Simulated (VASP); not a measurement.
**Sm2Si: single point with PBE**

Crystal: Sm2Si.

```
Sm Si
1.0
     3.71207    0.00000    0.00000
    -1.85604    3.21475    0.00000
     0.00000    0.00000    5.09268
Sm Si
2 1
Direct
  0.33333 0.66667 0.25000
  0.66667 0.33333 0.75000
  0.00000 0.00000 0.00000
```

The cell was generated, and may not be a known phase.

```json
{"Program": "VASP 6.6.1", "Task": "single point", "Functional": "PBE", "Potentials or basis": "VASP PAW PBE potentials, release 64 (Sm_3, Si), 4f in core", "Cutoff": "500 eV", "k mesh": "6 × 6 × 4", "Occupations": "gaussian, width 0.1 eV", "Spin": "no spin polarisation"}
```

The pressure is 47.3 GPa, the largest force is 5.553 eV/Å and the band gap on the k mesh is zero (bands 13 and 14 overlap by 1.58 eV).

Forces in eV/Å, atoms in the order of the input:
```
Sm   0.000  0.000  5.553
Sm   0.000  0.000 -5.553
Si   0.000  0.000  0.000
```

Stress tensor (GPa, compression positive):
```
50.10  0.00  0.00
 0.00 50.10  0.00
 0.00  0.00 41.72
```

Levels at points of the mesh, in eV from the Fermi level:
| k point | band 11 | band 12 | band 13 | band 14 | band 15 | band 16 |
| --- | --- | --- | --- | --- | --- | --- |
| (0.00, 0.00, 0.00) | -1.43 | -1.43 | 1.16 | 1.41 | 1.41 | 1.63 |
| (0.50, 0.00, 0.00) | -1.96 | -1.46 | -0.28 | 0.10 | 2.14 | 4.29 |
| (0.00, 0.00, 0.50) | -1.89 | -1.89 | 0.35 | 0.35 | 0.81 | 1.48 |
| (0.50, 0.00, 0.50) | -1.13 | -0.57 | -0.50 | 1.25 | 1.59 | 2.43 |

Run time: 22 s on 1 thread of Intel(R) Xeon(R) Platinum 8559C (Emerald Rapids), with other jobs on the host, peak memory 0.19 GiB.

Caveat: the stress differs along the axes, from 42 to 50 GPa; spin-orbit coupling is left out, which moves the levels of the heavy elements; the 4f electrons are frozen in the core, so they carry no moment and show no levels; forces of over 1 eV/Å act on the atoms, so gaps and moduli don't describe the material at rest. Spin polarisation is off, so any magnetic state and its effect on volume and gap are missing.
